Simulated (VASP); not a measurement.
Wanted: the native input for a VASP 6.6.1 run.

* Task: electric field gradients
* Functional: LDA
* Potentials or basis: VASP PAW LDA potentials, release 64 (Li_sv, Pt)
* Cutoff: 520 eV
* k mesh: 9 × 9 × 12
* Occupations: fermi-dirac, width 0.03 eV
* Spin: no spin polarisation
* Dipole correction: no
* Further INCAR settings: ALGO = Normal; EDIFF = 1e-08; NBANDS = 15

The structure of Li2Pt lies in POSCAR:

```
Li2Pt
1.0
    4.1859989866      0.0418599899      0.0418599899
   -2.0567476787      3.6042514678      0.0153218197
    0.0266100000      0.0266100000      2.6610000000
Li Pt
2 1
Direct
    0.3333333333      0.6666666667      0.5000000000
    0.6666666667      0.3333333333      0.5000000000
    0.0000000000      0.0000000000      0.0000000000
```

This cell differs from its parent crystal: equal xy, yz and zx shear strains of +2 %.

These files were run (other wordings do the same):

INCAR

```
SYSTEM = Li2Pt
ALGO     = Normal         ! electronic algorithm
EDIFF    = 1E-8           ! SCF threshold, eV
ENCUT    = 520            ! plane-wave cutoff, eV
ISIF     = 2              ! what is computed and relaxed
ISMEAR   = -1             ! smearing method
LASPH    = .True.         ! aspherical terms in the spheres
LCHARG   = .False.        ! write CHGCAR
LEFG     = .True.       
LREAL    = .False.        ! projectors in reciprocal space
LWAVE    = .False.        ! write WAVECAR
NBANDS   = 15             ! bands
NELM     = 100            ! most SCF steps
PREC     = Accurate       ! precision mode
SIGMA    = 0.03           ! smearing width, eV
```

KPOINTS

```
k-points
0
Gamma
  9 9 12
  0 0 0
```

Potentials or basis: VASP PAW LDA potentials, release 64 (Li_sv, Pt).

Run with:

```console
$ cat potpaw_LDA.64/Li_sv/POTCAR potpaw_LDA.64/Pt/POTCAR > POTCAR
$ mpirun -np 1 vasp_std > vasp.out
```

Results of the run:

```yaml
Largest_force: 0.044 eV/Å
Band_gap_on_the_k_mesh: zero (bands 8 and 9 overlap by 1.84 eV)
Largest_electric_field_gradient_by_atom: Li +0.3; Pt -308.5 V/Å²
```

Caveat: the cell differs from its parent crystal (equal xy, yz and zx shear strains of +2 %); without QUAD_EFG the Cq values of the log hold for a quadrupole moment of 1 mb, not for the nuclei; spin-orbit coupling is left out, which moves the levels of the heavy elements.

Wall time 3 min on 1 thread of Intel(R) Xeon(R) Platinum 8259CL CPU @ 2.50GHz (Skylake/Cascade Lake), with other jobs on the host, peak memory 0.37 GiB.
